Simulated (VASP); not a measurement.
Write the native input for VASP 6.6.1 that does the following.

```yaml
Task: relaxation of cell and atoms
Functional: LDA
Potentials_or_basis: VASP PAW LDA potentials, release 64 (Au)
Cutoff: 600 eV
k_mesh: 18 × 18 × 10
Occupations: fermi-dirac, width 0.15 eV
Spin: no spin polarisation
Dipole_correction: no
Further_INCAR_settings: ALGO = Fast; EDIFF = 1e-06; IBRION = 2; EDIFFG = -0.001; NSW = 80; ISIF = 3
```

The structure of Au lies in POSCAR:

```
Au
1.0
    1.4016993561     -2.4901224488      0.0000000000
    1.4016993561      2.4901224488      0.0000000000
    0.0000000000      0.0000000000      4.7524434438
Au
2
Direct
    0.6633014585      0.3366985415      0.2500000000
    0.3366985415      0.6633014585      0.7500000000
```

The input as run:

INCAR

```
SYSTEM = Au
  PREC = Accurate
  ENCUT = 600
  EDIFF = 1E-6
  ISMEAR = -1
  SIGMA = 0.15
  LREAL = .False.
  LASPH = .True.
  NELM = 80
  ALGO = Fast
  ISIF = 3
  LWAVE = .False.
  LCHARG = .False.
  GGA = CA
  IBRION = 2
  NSW = 80
  EDIFFG = -0.001
```

KPOINTS

```
regular mesh
0
Gamma
  18 18 10
  0 0 0
```

Potentials or basis: VASP PAW LDA potentials, release 64 (Au).

Run with:

```console
$ cat potpaw_LDA.64/Au/POTCAR > POTCAR
$ mpirun -np 1 vasp_std > vasp.out
```

Results of the run:

```
Relaxed volume                         : 16.65 Å³/atom
Relaxed cell                           : a = 2.842 Å, b = 2.842 Å, c = 4.762 Å, α = 90.00°, β = 90.00°, γ = 120.06°
Space group after relaxing (to 0.05 Å) : P6_3/mmc (No. 194)
Energy gained by relaxing              : 0.9 meV/atom
Ionic steps                            : 48
Pressure after relaxing                : 0.0 GPa
Band gap on the k mesh                 : zero (band 11 reaches 14.08 eV, above the bottom of band 12 at 6.98 eV)
```

Caveat: spin-orbit coupling is left out, which moves the levels of the heavy elements.

It took 20 min on 1 thread of Intel(R) Xeon(R) 6975P-C (Granite Rapids), on a shared host, peak memory 0.43 GiB.
